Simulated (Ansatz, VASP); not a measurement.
## PbO2 in VASP and in Ansatz

```
Pb O
1.0
     0.00000    2.41387    2.41387
     2.41387    0.00000    2.41387
     2.41387    2.41387    0.00000
Pb O
1 2
Direct
  0.00000 0.00000 0.00000
  0.25000 0.25000 0.25000
  0.75000 0.75000 0.75000
```

Alike in both runs: task single point; functional PBE; k mesh 6 × 6 × 6; occupations gaussian, width 0.1 eV; no spin polarisation.

|  | VASP | Ansatz |
| --- | --- | --- |
| version | VASP 6.6.1 | Ansatz 0.2.0 |
| potentials or method | VASP PAW PBE potentials, release 64 (Pb_d, O), cutoff 600 eV | scalar-relativistic, plane waves, PAW |
| valence electrons in the cell | 26 | 26 |

|  | VASP | Ansatz | Ansatz less VASP |
| --- | --- | --- | --- |
| gap on the k mesh at the Fermi level (eV) | 0.42 | 0.45 | +0.025 |
| least direct gap on the mesh (eV) | 2.54 | 2.56 | +0.018 |

The functional is the same, so the differences come from potentials, cutoffs and numerics.

Spin-orbit coupling is off throughout.
